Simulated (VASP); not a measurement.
# Ga2Se: relaxation of cell and atoms with PBE

Ga2Se:

```
CELL_PARAMETERS angstrom
0.00000 6.51449 6.51449
6.51449 0.00000 6.51449
6.51449 6.51449 0.00000
ATOMIC_POSITIONS crystal
Ga 0.12500 0.12500 0.12500
Ga 0.62500 0.12500 0.12500
Ga 0.12500 0.12500 0.62500
Ga 0.12500 0.62500 0.12500
Se 0.00000 0.00000 0.00000
Se 0.25000 0.25000 0.25000
```

* Program: VASP 6.6.1
* Task: relaxation of cell and atoms
* Functional: PBE
* Potentials or basis: VASP PAW PBE potentials, release 64 (Ga_d, Se)
* Cutoff: 600 eV
* k mesh: 4 × 4 × 4
* Occupations: gaussian, width 0.02 eV
* Spin: no spin polarisation
* Dipole correction: no
* Further INCAR settings: ALGO = Normal; EDIFF = 1e-06; IBRION = 2; EDIFFG = -0.01; NSW = 100; ISIF = 3

* Relaxed volume: 93.39 Å³/atom
* Relaxed cell: a = 9.254 Å, b = 9.254 Å, c = 9.254 Å, α = 60.00°, β = 60.00°, γ = 60.00°
* Space group after relaxing (to 0.1 Å): Fd-3m (No. 227)
* Energy gained by relaxing: 0.1 meV/atom
* Ionic steps: 3
* Pressure after relaxing: 0.0 GPa
* Band gap on the k mesh: 0.97 eV

Step by step:
```csv
step,energy change (eV),largest force (eV/Å),pressure (GPa),volume (Å³)
1,0.0000,0.0000,0.05,552.93
2,-0.0006,0.0000,0.04,555.46
3,-0.0006,0.0000,-0.01,560.32
```

Final structure:
```
Ga Se
1.0
     0.00000    6.54338    6.54338
     6.54338    0.00000    6.54338
     6.54338    6.54338    0.00000
Ga Se
4 2
Direct
  0.12500 0.12500 0.12500
  0.62500 0.12500 0.12500
  0.12500 0.12500 0.62500
  0.12500 0.62500 0.12500
  0.00000 0.00000 0.00000
  0.25000 0.25000 0.25000
```

Levels at points of the mesh, in eV from the valence-band top:
| k point | band 29 | band 30 | band 31 | band 32 | band 33 | band 34 | band 35 | band 36 |
| --- | --- | --- | --- | --- | --- | --- | --- | --- |
| (0.00, 0.00, 0.00) | -2.65 | 0.00 | 0.00 | 0.00 | 0.97 | 0.97 | 1.48 | 1.48 |
| (0.50, 0.00, 0.00) | -1.80 | -0.98 | -0.21 | -0.21 | 1.09 | 1.09 | 1.43 | 1.83 |
| (0.50, 0.50, 0.00) | -1.36 | -1.36 | -0.38 | -0.38 | 1.12 | 1.12 | 1.57 | 1.57 |

Wall time 8.6 min on 1 thread of Intel(R) Xeon(R) 6975P-C (Granite Rapids), on a shared host, peak memory 1.1 GiB.

A k mesh can miss the band edges.
